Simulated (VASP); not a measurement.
The system is AlGa2N3.

```
Al Ga N
1.0
     3.15042    0.00000    0.00000
    -1.57521    2.72835    0.00000
     0.00000    0.00000    7.71842
Al Ga N
1 2 3
Direct
  0.00000 0.00000 0.99974
  0.66667 0.33333 0.66918
  0.33333 0.66667 0.33104
  0.66667 0.33333 0.92310
  0.33333 0.66667 0.58301
  0.00000 0.00000 0.24392
```

Base run:

```yaml
Program: VASP 6.6.1
Functional: r2SCAN
Potentials_or_basis: VASP PAW PBE potentials, release 64 (Al, Ga_d, N)
Cutoff: 520 eV
k_mesh: 12 × 12 × 4
Occupations: gaussian, width 0.01 eV
Spin: no spin polarisation
```

Its results: band gap on the k mesh 2.81 eV; pressure 0.7 GPa; largest force 0.075 eV/Å.

Problem. The run is repeated on the same cell with these changes: functional from r2SCAN to PBE; occupations from gaussian, width 0.01 eV to fermi-dirac, width 0.02 eV. What comes out?

Solution. Band gap on the k mesh 2.35 eV; pressure 5.7 GPa; largest force 0.099 eV/Å.

Caveats: the PAW data sets were made with another functional, which shifts forces and pressure a little (at least some runs); the cell stands under pressure (at least some runs).

